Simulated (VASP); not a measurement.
# B5P (C2/m) in VASP: a series of runs

Runs on B5P. Level: PBE. Tasks: single point.

All numbers are computed with VASP 6.6.1; they aren't measurements. Logs are shortened: lines on timing, memory, paths and dates and some standing lists are left out, and cuts for length are marked.

## Step 1: The cell of the first run

Symmetry: C2/m, No. 12, monoclinic system. The conventional cell has a = 4.518 Å, b = 4.073 Å, c = 5.590 Å, α = 90.00°, β = 109.06°, γ = 90.00°. Within 2.5 Å of B (site symmetry 1) lie 7 B at 1.70 to 2.40 Å and 2 P at 2.03 to 2.39 Å. Within 2.4 Å of B (site symmetry 2/m) lie 8 B at 1.78 to 2.08 Å. P (site symmetry 2/m) has 8 B at 2.03 to 2.39 Å within 2.7 Å.

The cell was built from a structure type or drawn by symmetry, and may not be a known phase.

## Step 2: Single point, PBE

Input file INCAR:

```
PREC = Accurate ; ENCUT = 500
EDIFF = 1E-6 ; ISMEAR = 0
SIGMA = 0.2 ; LREAL = F
LASPH = T ; NELM = 120
ALGO = Normal ; ISIF = 2
LWAVE = F ; LCHARG = F
GGA = PE ; NBANDS = 19
GGA_COMPAT = F
```

Input file KPOINTS:

```
Automatic mesh
0
Gamma
  5 5 3
```

Input file POSCAR:

```
B5P
1.0
    2.2495930195     -2.0364603258     -0.2062061235
    2.2495930195      2.0364603258     -0.2062061235
   -2.1994902446      0.0000000000      5.5074069642
B P
5 1
Direct
    0.2561181946      0.6745470948      0.7117839428
    0.3254529052      0.7438818054      0.2882160572
    0.7438818054      0.3254529052      0.2882160572
    0.6745470948      0.2561181946      0.7117839428
    0.0000000000      0.0000000000      0.5000000000
    0.0000000000      0.0000000000      0.0000000000
```

Potentials or basis: VASP PAW PBE potentials, release 64 (B, P).

Command:

```
$ cat potpaw_PBE.64/B/POTCAR potpaw_PBE.64/P/POTCAR > POTCAR
$ mpirun -np 1 vasp_std > vasp.out
```

OUTCAR:

```text
PREC = Accurate
   ENCUT = 500
   EDIFF = 1E-6
   ISMEAR = 0
   LREAL = F
   LASPH = T
   NELM = 120
   ISIF = 2
   GGA = PE

 ion  position               nearest neighbor table
   1  0.256  0.675  0.712-   4 1.70   5 1.78   6 2.03   5 2.08   6 2.39
   2  0.325  0.744  0.288-   3 1.70   5 1.78   6 2.03   5 2.08   6 2.39
   3  0.744  0.325  0.288-   2 1.70   5 1.78   6 2.03   5 2.08   6 2.39
   4  0.675  0.256  0.712-   1 1.70   5 1.78   6 2.03   5 2.08   6 2.39
   5  0.000  0.000  0.500-   1 1.78   2 1.78   3 1.78   4 1.78   4 2.08   1 2.08   3 2.08   2 2.08

   6  0.000  0.000  0.000-   1 2.03   2 2.03   3 2.03   4 2.03   3 2.39   2 2.39   4 2.39   1 2.39

  Warning from LATTYP: Got some problem with cell dimensions!
  Tried to take original basis but could not verify dimensions!
  LATTYP: Found a base centered monoclinic cell.
 ALAT       =     4.5180481267
 B/A-ratio  =     0.9014779253
 C/A-ratio  =     1.2372494954
 COS(beta)  =    -0.3264819012

  Lattice vectors:

 A1 = (  -2.2495930195,   2.0364603258,   0.2062061235)
 A2 = (  -2.2495930195,  -2.0364603258,   0.2062061235)
 A3 = (   2.2996957944,   0.0000000000,   5.0949947172)

Analysis of symmetry for initial positions (statically):
=====================================================================
 Subroutine PRICEL returns:
 Original cell was already a primitive cell.

 Routine SETGRP: Setting up the symmetry group for a
 base centered monoclinic supercell.

 Subroutine GETGRP returns: Found  4 space group operations
 (whereof  4 operations were pure point group operations)
 out of a pool of  4 trial point group operations.

The static configuration has the point symmetry C_2h.

Analysis of symmetry for dynamics (positions and initial velocities):
=====================================================================
 Subroutine PRICEL returns:
 Original cell was already a primitive cell.

 Routine SETGRP: Setting up the symmetry group for a
 base centered monoclinic supercell.

 Subroutine GETGRP returns: Found  4 space group operations
 (whereof  4 operations were pure point group operations)
 out of a pool of  4 trial point group operations.

The dynamic configuration has the point symmetry C_2h.

 Subroutine INISYM returns: Found  4 space group operations
 (whereof  4 operations are pure point group operations),
 and found     1 'primitive' translations

----------------------------------------------------------------------------------------

                                     Primitive cell

  volume of cell :      48.6139

  direct lattice vectors                    reciprocal lattice vectors
     2.249593019 -2.036460326 -0.206206124     0.230708119 -0.245524056  0.092137781
     2.249593019  2.036460326 -0.206206124     0.230708119  0.245524056  0.092137781
    -2.199490245  0.000000000  5.507406964     0.017276162  0.000000000  0.188473225

  length of vectors
     3.041440510  3.041440510  5.930370040     0.349281648  0.349281648  0.189263367

  position of ions in fractional coordinates (direct lattice)
     0.256118195  0.674547095  0.711783943
     0.325452905  0.743881805  0.288216057
     0.743881805  0.325452905  0.288216057
     0.674547095  0.256118195  0.711783943
     0.000000000  0.000000000  0.500000000
     0.000000000  0.000000000  0.000000000

  ion indices of the primitive-cell ions
   primitive index   ion index
                 1           1
                 2           2
                 3           3
                 4           4
                 5           5
                 6           6

----------------------------------------------------------------------------------------

 KPOINTS: Automatic mesh

Automatic generation of k-mesh.
 Grid dimensions read from file:
 generate k-points for:    5    5    3

 Generating k-lattice:

  Cartesian coordinates                     Fractional coordinates (reciprocal lattice)
     0.046141624 -0.049104811  0.018427556     0.200000000 -0.000000000  0.000000000
     0.046141624  0.049104811  0.018427556    -0.000000000  0.200000000  0.000000000
     0.005758721  0.000000000  0.062824408     0.000000000  0.000000000  0.333333333

  Length of vectors
     0.069856330  0.069856330  0.063087789

  Shift w.r.t. Gamma in fractional coordinates (k-lattice)
     0.000000000  0.000000000  0.000000000

 Subroutine IBZKPT returns following result:
 ===========================================

 Found     24 irreducible k-points:

 Following reciprocal coordinates:
            Coordinates               Weight
  0.000000  0.000000  0.000000      1.000000
  0.200000  0.000000  0.000000      4.000000
  0.400000  0.000000  0.000000      4.000000
  0.200000  0.200000  0.000000      2.000000
  0.400000  0.200000  0.000000      4.000000
 -0.400000  0.200000 -0.000000      4.000000
[... 16 lines left out ...]
 -0.200000 -0.400000  0.333333      4.000000
 -0.200000 -0.200000  0.333333      2.000000
   k-points           NKPTS =     24   k-points in BZ     NKDIM =     24   number of bands    NBANDS=     19
   number of dos      NEDOS =    301   number of ions     NIONS =      6
   total plane-waves  NPLWV =  27648
   dimension x,y,z NGX =    24 NGY =   24 NGZ =   48
   dimension x,y,z NGXF=    48 NGYF=   48 NGZF=   96
   ions per type =               5   1
   NGX,Y,Z   is equivalent  to a cutoff of  13.12, 13.12, 13.46 a.u.
   NGXF,Y,Z  is equivalent  to a cutoff of  26.24, 26.24, 26.91 a.u.
 SYSTEM =  unknown system
   PREC   = accura    normal or accurate (medium, high low for compatibility)
   ISTART =      0    job   : 0-new  1-cont  2-samecut
   ICHARG =      2    charge: 1-file 2-atom 10-const
   ISPIN  =      1    spin polarized calculation?
   LNONCOLLINEAR =      F non collinear calculations
   LSORBIT =      F    spin-orbit coupling
   LASPH  =      T    aspherical Exc in radial PAW
   ENCUT  =  500.0 eV  36.75 Ry    6.06 a.u.   5.55  5.55 10.81*2*pi/ulx,y,z
   NELM   =    120;   NELMIN=  2; NELMDL= -5     # of ELM steps
   EDIFF  = 0.1E-05   stopping-criterion for ELM
   LREAL  =      F    real-space projection
   EDIFFG = 0.1E-04   stopping-criterion for IOM
   NSW    =      0    number of steps for IOM
   IBRION =     -1    ionic relax: 0-MD 1-quasi-New 2-CG
   NFREE  =      0    steps in history (QN), initial steepest desc. (CG)
   ISIF   =      2    stress and relaxation
   ISYM   =      2    0-nonsym 1-usesym 2-fastsym
   POTIM  = 0.5000    time-step for ionic-motion
   TEBEG  =    0.0;   TEEND  =   0.0 temperature during run
   PSTRESS=    0.0 pullay stress
   NELECT =      20.0000    total number of electrons
   NUPDOWN=      -1.0000    fix difference up-down
   EMIN   =  10.00;   EMAX   =-10.00  energy-range for DOS
   EFERMI =   0.00;   METHOD = LEGACY
   ISMEAR =     0;   SIGMA  =   0.20  broadening in eV -4-tet -1-fermi 0-gaus
   EFERMI_NEDOS =   21; number of points for ismear=-14 and -15
   IALGO  =     38    algorithm
   IMIX   =      4    mixing-type and parameters
     AMIX     =   0.40;   BMIX     =  1.00
     AMIX_MAG =   1.60;   BMIX_MAG =  1.00
  volume/ion in A,a.u.               =       8.10        54.68
  Fermi-wavevector in a.u.,A,eV,Ry     =   1.217582  2.300896 20.170705  1.482505
  Thomas-Fermi vector in A             =   2.352897
   LORBIT       =      0    0 simple, 1 ext, 2 COOP (PROOUT), +10 PAW based schemes
   GGA     = PE    functional components
   LHFCALC =     F    Hartree Fock is set to
   AEXX    =    0.0000 exact exchange contribution
   IVDW    =     0    specifies the selected vdW correction
   LEPSILON=     F    determine dielectric tensor
   LRPA    =     F    only Hartree local field effects (RPA)
 non-spin polarized calculation
 Gauss-broadening in eV      SIGMA  =   0.20
  energy-cutoff  :      500.00
  volume of cell :       48.61
 maximum number of plane-waves:      1248
 NGX is ok and might be reduce to    24

 number of electron      20.0000000 magnetization

 Free energy of the ion-electron system (eV)
  ---------------------------------------------------
  ext. energy  EPLUGINS =         0.00000000
  ---------------------------------------------------
  free energy    TOTEN  =       -34.31842959 eV

  energy without entropy =      -34.29155528  energy(sigma->0) =      -34.30499243

 E-fermi :   8.3206     XC(G=0): -11.9161

 val. band max:        8.2963343468   @ k =  -0.2000  -0.2000   0.3333
 cond. band min:       8.3645702399   @ k =  -0.2000  -0.0000   0.3333
 fundamental gap:      0.0682358932
 Fermi energy:         8.3205555427

 k-point     1 :       0.0000    0.0000    0.0000
  band No.  band energies     occupation
      1      -8.3904      2.00000
      2      -3.9540      2.00000
      3      -3.8420      2.00000
      4       3.0218      2.00000
      5       4.1238      2.00000
      6       4.6491      2.00000
[... 11 lines left out ...]
     18      15.5944      0.00000
     19      16.7792      0.00000

 k-point     2 :       0.2000    0.0000    0.0000
  band No.  band energies     occupation
      1      -7.8033      2.00000
      2      -4.3766      2.00000
      3      -2.3515      2.00000
      4       1.0812      2.00000
      5       1.7618      2.00000
      6       4.0183      2.00000
[... 11 lines left out ...]
     18      16.2166      0.00000
     19      16.3886      0.00000

 k-point     3 :       0.4000    0.0000    0.0000
  band No.  band energies     occupation
      1      -6.1740      2.00000
      2      -3.8193      2.00000
      3      -2.4717      2.00000
      4      -1.7072      2.00000
      5       0.9708      2.00000
      6       4.3054      2.00000
[... 434 lines left out ...]
      1      -6.0117      2.00000
      2      -2.5986      2.00000
      3      -1.6847      2.00000
      4      -1.1319      2.00000
      5      -0.0867      2.00000
      6       3.1769      2.00000
[... 11 lines left out ...]
     18      15.7248      0.00000
     19      18.5965      0.00000

 k-point    24 :      -0.2000   -0.2000    0.3333
  band No.  band energies     occupation
      1      -7.3903      2.00000
      2      -3.7931      2.00000
      3      -2.1889      2.00000
      4       1.3539      2.00000
      5       1.7937      2.00000
      6       2.6328      2.00000
[... 11 lines left out ...]
     18      15.5107      0.00000
     19      17.0388      0.00000

------------------------ aborting loop because EDIFF is reached ----------------------------------------

  FORCE on cell =-STRESS in cart. coord.  units (eV):
  Direction    XX          YY          ZZ          XY          YZ          ZX
  --------------------------------------------------------------------------------------
  -------------------------------------------------------------------------------------
  Total        0.0215378     -0.0504094     -0.1040877      0.0000000      0.0000000     -0.0922344
  in kB        0.7098267     -1.6613543     -3.4304404      0.0000000      0.0000000     -3.0397891
  external PRESSURE =      -1.4606560 kB  Pullay stress =       0.0000000 kB

 VOLUME and BASIS-vectors are now :
 -----------------------------------------------------------------------------
  energy-cutoff  :      500.00
  volume of cell :       48.61
      direct lattice vectors                 reciprocal lattice vectors
     2.249593019 -2.036460326 -0.206206124     0.230708119 -0.245524056  0.092137781
     2.249593019  2.036460326 -0.206206124     0.230708119  0.245524056  0.092137781
    -2.199490245  0.000000000  5.507406964     0.017276162  0.000000000  0.188473225

 POSITION                                       TOTAL-FORCE (eV/Angst)
 -----------------------------------------------------------------------------------
      0.52806      0.85211      3.72817        -0.003559      0.004087      0.008500
      1.77164      0.85211      1.36682         0.003559      0.004087     -0.008500
      1.77164     -0.85211      1.36682         0.003559     -0.004087     -0.008500
      0.52806     -0.85211      3.72817        -0.003559     -0.004087      0.008500
     -1.09975      0.00000      2.75370         0.000000     -0.000000      0.000000
      0.00000      0.00000      0.00000         0.000000     -0.000000      0.000000
 -----------------------------------------------------------------------------------
    total drift:                               -0.000000     -0.000000      0.000000

  FREE ENERGIE OF THE ION-ELECTRON SYSTEM (eV)
  ---------------------------------------------------
  free  energy   TOTEN  =       -34.3184295873 eV

  energy  without entropy=      -34.2915552801  energy(sigma->0) =      -34.30499243
```

Run time: 26 s. Hardware: 1 thread of Intel Xeon 8259CL, shared host; peak memory 0.16 GiB.

What came out:

```yaml
Free_energy: -34.3184 eV
Pressure: -0.1 GPa
Largest_force: 0.010 eV/Å
Band_gap_on_the_k_mesh: zero (bands 10 and 11 overlap by 3.07 eV)
```

Forces on the atoms (eV/Å):
```
B   -0.004  0.004  0.009
B    0.004  0.004 -0.009
B    0.004 -0.004 -0.009
B   -0.004 -0.004  0.009
B    0.000  0.000  0.000
P    0.000  0.000  0.000
```

Levels at points of the mesh, in eV from the Fermi level:
| k point | band 7 | band 8 | band 9 | band 10 | band 11 | band 12 | band 13 | band 14 |
| --- | --- | --- | --- | --- | --- | --- | --- | --- |
| (0.00, 0.00, 0.00) | -2.21 | -2.12 | -1.37 | -0.16 | 0.33 | 2.26 | 3.06 | 3.98 |

Caveat: the k points lie up to 0.44 Å⁻¹ apart, too coarse for converged energies and pressures of a metal.

## Step 3: Single point, PBE

This run uses another cell than the first one: it holds 12 atoms, not 6.

Input file INCAR:

```
SYSTEM = B5P
PREC = Accurate
ENCUT = 500
EDIFF = 1E-6
ISMEAR = 0
SIGMA = 0.2
LREAL = .FALSE.
LASPH = .TRUE.
NELM = 120
ALGO = Normal
ISIF = 2
LWAVE = .FALSE.
LCHARG = .FALSE.
GGA = PE
NBANDS = 32
GGA_COMPAT = .FALSE.
```

Input file KPOINTS:

```
Automatic mesh
0
G
  4 4 4
  0 0 0
```

Input file POSCAR:

```
B5P
1.0
    4.2444941420     -2.9647384826     -0.0667243301
    4.2444941420      2.9647384826     -0.0667243301
   -2.9059771824      0.0000000000      4.1976635497
B P
10 2
Direct
    0.8198093812      0.3182117632      0.9291792106
    0.3182117632      0.8198093812      0.9291792106
    0.1801906188      0.6817882368      0.0708207894
    0.6817882368      0.1801906188      0.0708207894
    0.0047171458      0.0047171458      0.6706181330
    0.9952828542      0.9952828542      0.3293818670
   -0.0012339721      0.6590257786      0.6646635750
    1.0012339721      0.3409742214      0.3353364250
    0.6590257786     -0.0012339721      0.6646635750
    0.3409742214      1.0012339721      0.3353364250
    0.2898806869      0.2898806869      0.1022543350
    0.7101193131      0.7101193131      0.8977456650
```

Potentials or basis: VASP PAW PBE potentials, release 64 (B, P).

Command:

```
$ cat potpaw_PBE.64/B/POTCAR potpaw_PBE.64/P/POTCAR > POTCAR
$ mpirun -np 1 vasp_std > vasp.out
```

It took 1.7 min on 1 thread of Intel Xeon 8259CL, shared host; peak memory 0.25 GiB.

Results (log left out):

```yaml
Free_energy: -75.9628 eV
Pressure: -0.1 GPa
Largest_force: 0.090 eV/Å
Band_gap_on_the_k_mesh: zero (bands 20 and 21 overlap by 0.43 eV)
```

Forces on the atoms (eV/Å):
```
B    0.019  0.024  0.042
B    0.019 -0.024  0.042
B   -0.019 -0.024 -0.042
B   -0.019  0.024 -0.042
B    0.035  0.000 -0.016
B   -0.035  0.000  0.016
B   -0.079  0.041 -0.014
B    0.079 -0.041  0.014
B   -0.079 -0.041 -0.014
B    0.079  0.041  0.014
P   -0.041  0.000  0.044
P    0.041  0.000 -0.044
```

Stress tensor (GPa, compression positive):
```
-0.29  0.00  0.19
 0.00  0.05  0.00
 0.19  0.00 -0.17
```

Levels at points of the mesh, in eV from the Fermi level:
| k point | band 18 | band 19 | band 20 | band 21 | band 22 | band 23 |
| --- | --- | --- | --- | --- | --- | --- |
| (0.00, 0.00, 0.00) | -1.48 | -0.89 | -0.70 | 0.53 | 2.27 | 3.40 |
| (0.50, 0.00, 0.00) | -1.77 | -1.45 | -1.44 | 0.82 | 1.77 | 1.84 |
| (0.50, 0.50, 0.00) | -2.92 | -2.41 | -0.76 | 0.80 | 1.27 | 1.65 |
| (0.00, 0.00, 0.50) | -2.18 | -0.74 | -0.22 | 0.47 | 1.79 | 2.35 |
| (0.50, 0.00, 0.50) | -3.00 | -1.90 | -1.47 | 0.57 | 1.20 | 2.42 |
| (0.50, 0.50, 0.50) | -2.57 | -1.90 | -1.33 | 1.17 | 1.44 | 2.48 |

Caveat: the k points lie up to 0.38 Å⁻¹ apart; semilocal functionals underestimate gaps, so a narrow gap can read as zero.
